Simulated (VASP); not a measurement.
# CuH3 (Im-3m) in VASP: further runs

Runs on CuH3. Level: PBE. Tasks: single point.

Everything below comes from runs of VASP 6.6.1. Logs are shortened: lines on timing, memory, paths and dates and some standing lists are left out, and cuts for length are marked.

## 1. The cell of the first run

Symmetry: Im-3m, No. 229, cubic system. The conventional cell has a = 3.630 Å, b = 3.630 Å, c = 3.630 Å, α = 90.00°, β = 90.00°, γ = 90.00°. Cu (site symmetry m-3m) has 6 H at 1.81 Å within 2.4 Å. Within 2.4 Å of H (site symmetry 4/mmm) lie 2 Cu at 1.81 Å and 4 H at 1.81 Å.

## 2. Single point, PBE

INCAR

```
PREC = Accurate ; ENCUT = 520
EDIFF = 1E-6 ; ISMEAR = 0
SIGMA = 0.1 ; LREAL = F
LASPH = T ; NELM = 80
ALGO = Normal ; ISIF = 2
LWAVE = F ; LCHARG = T
GGA = PE ; LELF = T
LVHAR = T ; NBANDS = 15
```

KPOINTS

```
regular mesh
0
Gamma
  6 6 6
```

POSCAR

```
CuH3
1.0
   -1.8148914448      1.8148914448      1.8148914448
    1.8148914448     -1.8148914448      1.8148914448
    1.8148914448      1.8148914448     -1.8148914448
Cu H
1 3
Direct
    0.0000000000      0.0000000000      0.0000000000
    0.0000000000      0.5000000000      0.5000000000
    0.5000000000      0.0000000000      0.5000000000
    0.5000000000      0.5000000000      0.0000000000
```

Potentials or basis: VASP PAW PBE potentials, release 64 (Cu, H).

Run with:

```bash
cat potpaw_PBE.64/Cu/POTCAR potpaw_PBE.64/H/POTCAR > POTCAR
mpirun -np 1 vasp_std > vasp.out
```

OUTCAR:

```text
PREC = Accurate
   ENCUT = 520
   EDIFF = 1E-6
   ISMEAR = 0
   LREAL = F
   LASPH = T
   NELM = 80
   ISIF = 2
   GGA = PE

 ion  position               nearest neighbor table
   1  0.000  0.000  0.000-   2 1.81   3 1.81   4 1.81   2 1.81   3 1.81   4 1.81
   2  0.000  0.500  0.500-   1 1.81   1 1.81
   3  0.500  0.000  0.500-   1 1.81   1 1.81
   4  0.500  0.500  0.000-   1 1.81   1 1.81

  LATTYP: Found a body centered cubic cell.
 ALAT       =     3.6297828896

  Lattice vectors:

 A1 = (  -1.8148914448,   1.8148914448,   1.8148914448)
 A2 = (   1.8148914448,  -1.8148914448,   1.8148914448)
 A3 = (   1.8148914448,   1.8148914448,  -1.8148914448)

Analysis of symmetry for initial positions (statically):
=====================================================================
 Subroutine PRICEL returns:
 Original cell was already a primitive cell.

 Routine SETGRP: Setting up the symmetry group for a
 body centered cubic supercell.

 Subroutine GETGRP returns: Found 48 space group operations
 (whereof 48 operations were pure point group operations)
 out of a pool of 48 trial point group operations.

The static configuration has the point symmetry O_h .

Analysis of symmetry for dynamics (positions and initial velocities):
=====================================================================
 Subroutine PRICEL returns:
 Original cell was already a primitive cell.

 Routine SETGRP: Setting up the symmetry group for a
 body centered cubic supercell.

 Subroutine GETGRP returns: Found 48 space group operations
 (whereof 48 operations were pure point group operations)
 out of a pool of 48 trial point group operations.

The dynamic configuration has the point symmetry O_h .

 Subroutine INISYM returns: Found 48 space group operations
 (whereof 48 operations are pure point group operations),
 and found     1 'primitive' translations

----------------------------------------------------------------------------------------

                                     Primitive cell

  volume of cell :      23.9118

  direct lattice vectors                    reciprocal lattice vectors
    -1.814891445  1.814891445  1.814891445     0.000000000  0.275498571  0.275498571
     1.814891445 -1.814891445  1.814891445     0.275498571  0.000000000  0.275498571
     1.814891445  1.814891445 -1.814891445     0.275498571  0.275498571  0.000000000

  length of vectors
     3.143484193  3.143484193  3.143484193     0.389613816  0.389613816  0.389613816

  position of ions in fractional coordinates (direct lattice)
     0.000000000  0.000000000  0.000000000
     0.000000000  0.500000000  0.500000000
     0.500000000  0.000000000  0.500000000
     0.500000000  0.500000000  0.000000000

  ion indices of the primitive-cell ions
   primitive index   ion index
                 1           1
                 2           2
                 3           3
                 4           4

----------------------------------------------------------------------------------------

 KPOINTS: regular mesh

Automatic generation of k-mesh.
 Grid dimensions read from file:
 generate k-points for:    6    6    6

 Generating k-lattice:

  Cartesian coordinates                     Fractional coordinates (reciprocal lattice)
     0.000000000  0.045916429  0.045916429     0.166666667  0.000000000  0.000000000
     0.045916429  0.000000000  0.045916429     0.000000000  0.166666667  0.000000000
     0.045916429  0.045916429  0.000000000     0.000000000  0.000000000  0.166666667

  Length of vectors
     0.064935636  0.064935636  0.064935636

  Shift w.r.t. Gamma in fractional coordinates (k-lattice)
     0.000000000  0.000000000  0.000000000

 Subroutine IBZKPT returns following result:
 ===========================================

 Found     16 irreducible k-points:

 Following reciprocal coordinates:
            Coordinates               Weight
  0.000000  0.000000  0.000000      1.000000
  0.166667  0.000000  0.000000     12.000000
  0.333333  0.000000  0.000000     12.000000
  0.500000  0.000000  0.000000      6.000000
  0.166667  0.166667  0.000000     24.000000
  0.333333  0.166667  0.000000     48.000000
[... 8 lines left out ...]
  0.500000  0.500000  0.333333     12.000000
  0.500000  0.500000  0.500000      1.000000
   k-points           NKPTS =     16   k-points in BZ     NKDIM =     16   number of bands    NBANDS=     15
   number of dos      NEDOS =    301   number of ions     NIONS =      4
   total plane-waves  NPLWV =  13824
   dimension x,y,z NGX =    24 NGY =   24 NGZ =   24
   dimension x,y,z NGXF=    48 NGYF=   48 NGZF=   48
   ions per type =               1   3
   NGX,Y,Z   is equivalent  to a cutoff of  12.69, 12.69, 12.69 a.u.
   NGXF,Y,Z  is equivalent  to a cutoff of  25.39, 25.39, 25.39 a.u.
 SYSTEM =  unknown system
   PREC   = accura    normal or accurate (medium, high low for compatibility)
   ISTART =      0    job   : 0-new  1-cont  2-samecut
   ICHARG =      2    charge: 1-file 2-atom 10-const
   ISPIN  =      1    spin polarized calculation?
   LNONCOLLINEAR =      F non collinear calculations
   LSORBIT =      F    spin-orbit coupling
   LASPH  =      T    aspherical Exc in radial PAW
   ENCUT  =  520.0 eV  38.22 Ry    6.18 a.u.   5.84  5.84  5.84*2*pi/ulx,y,z
   NELM   =     80;   NELMIN=  2; NELMDL= -5     # of ELM steps
   EDIFF  = 0.1E-05   stopping-criterion for ELM
   LREAL  =      F    real-space projection
   EDIFFG = 0.1E-04   stopping-criterion for IOM
   NSW    =      0    number of steps for IOM
   IBRION =     -1    ionic relax: 0-MD 1-quasi-New 2-CG
   NFREE  =      0    steps in history (QN), initial steepest desc. (CG)
   ISIF   =      2    stress and relaxation
   ISYM   =      2    0-nonsym 1-usesym 2-fastsym
   POTIM  = 0.5000    time-step for ionic-motion
   TEBEG  =    0.0;   TEEND  =   0.0 temperature during run
   PSTRESS=    0.0 pullay stress
   NELECT =      14.0000    total number of electrons
   NUPDOWN=      -1.0000    fix difference up-down
   EMIN   =  10.00;   EMAX   =-10.00  energy-range for DOS
   EFERMI =   0.00;   METHOD = LEGACY
   ISMEAR =     0;   SIGMA  =   0.10  broadening in eV -4-tet -1-fermi 0-gaus
   EFERMI_NEDOS =   21; number of points for ismear=-14 and -15
   IALGO  =     38    algorithm
   IMIX   =      4    mixing-type and parameters
     AMIX     =   0.40;   BMIX     =  1.00
     AMIX_MAG =   1.60;   BMIX_MAG =  1.00
  volume/ion in A,a.u.               =       5.98        40.34
  Fermi-wavevector in a.u.,A,eV,Ry     =   1.369557  2.588088 25.520272  1.875687
  Thomas-Fermi vector in A             =   2.495422
   LORBIT       =      0    0 simple, 1 ext, 2 COOP (PROOUT), +10 PAW based schemes
   GGA     = PE    functional components
   LHFCALC =     F    Hartree Fock is set to
   AEXX    =    0.0000 exact exchange contribution
   IVDW    =     0    specifies the selected vdW correction
   LEPSILON=     F    determine dielectric tensor
   LRPA    =     F    only Hartree local field effects (RPA)
 non-spin polarized calculation
 Gauss-broadening in eV      SIGMA  =   0.10
  energy-cutoff  :      520.00
  volume of cell :       23.91
 maximum number of plane-waves:       682
   NGX = 11   NGY = 11   NGZ = 11

 number of electron      13.9999981 magnetization

 Free energy of the ion-electron system (eV)
  ---------------------------------------------------
  ext. energy  EPLUGINS =         0.00000000
  ---------------------------------------------------
  free energy    TOTEN  =       -10.29550514 eV

  energy without entropy =      -10.27886153  energy(sigma->0) =      -10.28718333

 E-fermi :   4.2301     XC(G=0): -11.2316

 val. band max:        4.0489312987   @ k =   0.3333   0.0000   0.0000
 cond. band min:       4.2433369903   @ k =  -0.3333   0.3333   0.1667
 fundamental gap:      0.1944056916
 Fermi energy:         4.2301049444

 k-point     1 :       0.0000    0.0000    0.0000
  band No.  band energies     occupation
      1      -7.5125      2.00000
      2       0.4578      2.00000
      3       0.4578      2.00000
      4       1.0292      2.00000
      5       1.0292      2.00000
      6       1.0292      2.00000
      7       8.8226      0.00000
      8       8.8226      0.00000
      9      16.9340      0.00000
     10      16.9340      0.00000
     11      16.9340      0.00000
     12      17.5302      0.00000
     13      17.5302      0.00000
     14      17.5302      0.00000
     15      19.0874      0.00000

 k-point     2 :       0.1667    0.0000    0.0000
  band No.  band energies     occupation
      1      -6.9052      2.00000
      2       0.2435      2.00000
      3       0.5853      2.00000
      4       0.9491      2.00000
      5       1.0456      2.00000
      6       1.1690      2.00000
      7       7.2455      0.00000
      8       7.6049      0.00000
      9      13.5717      0.00000
     10      15.0200      0.00000
     11      16.3077      0.00000
     12      17.8394      0.00000
     13      18.0431      0.00000
     14      19.3453      0.00000
     15      21.2047      0.00000
[... 221 lines left out ...]
      3       1.2831      2.00000
      4       1.3109      2.00000
      5       1.5997      2.00000
      6       2.9724      2.00000
      7       3.0575      2.00000
      8       4.8106      0.00000
      9       7.5269      0.00000
     10       9.6085      0.00000
     11       9.7240      0.00000
     12      19.1596      0.00000
     13      23.2522      0.00000
     14      26.8510      0.00000
     15      28.4813      0.00000

 k-point    16 :       0.5000    0.5000    0.5000
  band No.  band energies     occupation
      1      -2.3206      2.00000
      2      -2.3206      2.00000
      3       1.5844      2.00000
      4       1.5844      2.00000
      5       1.5844      2.00000
      6       4.3785      0.03579
      7       4.9447      0.00000
      8       4.9447      0.00000
      9       6.6400      0.00000
     10       6.6400      0.00000
     11       6.6400      0.00000
     12      21.1729      0.00000
     13      27.6993      0.00000
     14      27.6993      0.00000
     15      27.6993      0.00000

------------------------ aborting loop because EDIFF is reached ----------------------------------------

  FORCE on cell =-STRESS in cart. coord.  units (eV):
  Direction    XX          YY          ZZ          XY          YZ          ZX
  --------------------------------------------------------------------------------------
  -------------------------------------------------------------------------------------
  Total        0.0317456      0.0317456      0.0317456      0.0000000     -0.0000000     -0.0000000
  in kB        2.1270743      2.1270743      2.1270743      0.0000000     -0.0000000     -0.0000000
  external PRESSURE =       2.1270743 kB  Pullay stress =       0.0000000 kB

 VOLUME and BASIS-vectors are now :
 -----------------------------------------------------------------------------
  energy-cutoff  :      520.00
  volume of cell :       23.91
      direct lattice vectors                 reciprocal lattice vectors
    -1.814891445  1.814891445  1.814891445     0.000000000  0.275498571  0.275498571
     1.814891445 -1.814891445  1.814891445     0.275498571  0.000000000  0.275498571
     1.814891445  1.814891445 -1.814891445     0.275498571  0.275498571  0.000000000

 POSITION                                       TOTAL-FORCE (eV/Angst)
 -----------------------------------------------------------------------------------
      0.00000      0.00000      0.00000         0.000000      0.000000     -0.000000
      1.81489      0.00000      0.00000         0.000000     -0.000000      0.000000
      0.00000      1.81489      0.00000        -0.000000     -0.000000      0.000000
      0.00000      0.00000      1.81489        -0.000000     -0.000000     -0.000000
 -----------------------------------------------------------------------------------
    total drift:                               -0.000000      0.000000      0.000000

  FREE ENERGIE OF THE ION-ELECTRON SYSTEM (eV)
  ---------------------------------------------------
  free  energy   TOTEN  =       -10.2955051426 eV

  energy  without entropy=      -10.2788615260  energy(sigma->0) =      -10.28718333
```

It took 11 s on 1 thread of Intel Xeon 8259CL, shared host; peak memory 0.13 GiB.

Results:

```
Free energy            : -10.2955 eV
Pressure               : 0.2 GPa
Band gap on the k mesh : zero (band 7 reaches 8.82 eV, above the bottom of band 8 at 2.75 eV)
```

Caveat: the k points lie up to 0.41 Å⁻¹ apart.

(Continued in part 2 of 2.)
